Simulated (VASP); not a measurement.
A run of VASP 6.6.1 is set up as follows.

INCAR

```
SYSTEM = Li2IF
PREC = Accurate
ENCUT = 750
EDIFF = 1E-6
ISMEAR = 0
SIGMA = 0.01
LREAL = .FALSE.
LASPH = .TRUE.
NELM = 120
ALGO = Normal
ISIF = 2
LWAVE = .FALSE.
LCHARG = .FALSE.
GGA = PE
NBANDS = 18
GGA_COMPAT = .FALSE.
```

The input KPOINTS:

```
Automatic mesh
0
G
  4 4 2
  0 0 0
```

Contents of POSCAR:

```
Li2IF
1.0
    3.7542283519      0.0000000000      0.0000000000
    0.0000000000      3.7542283519      0.0000000000
    0.0000000000      0.0000000000      4.9988488995
F Li I
1 2 1
Direct
    0.0000000000      0.0000000000      0.0000000000
    0.0000000000      0.0000000000      0.5000000000
    0.5000000000      0.5000000000      0.0000000000
    0.5000000000      0.5000000000      0.5000000000
```

Potentials or basis: VASP PAW PBE potentials, release 64 (F, Li_sv, I).

Launch:

```bash
$ cat potpaw_PBE.64/F/POTCAR potpaw_PBE.64/Li_sv/POTCAR potpaw_PBE.64/I/POTCAR > POTCAR
$ mpirun -np 1 vasp_std > vasp.out
```

What does it give for the band gap on the k mesh?

3.94 eV.

Predict the pressure.

4.1 GPa.

Stress tensor (GPa, compression positive):
```
3.94 0.00 0.00
0.00 3.94 0.00
0.00 0.00 4.45
```

Caveat: the k points lie up to 0.63 Å⁻¹ apart; spin-orbit coupling is left out, which moves the levels of the heavy elements. A k mesh can miss the band edges.
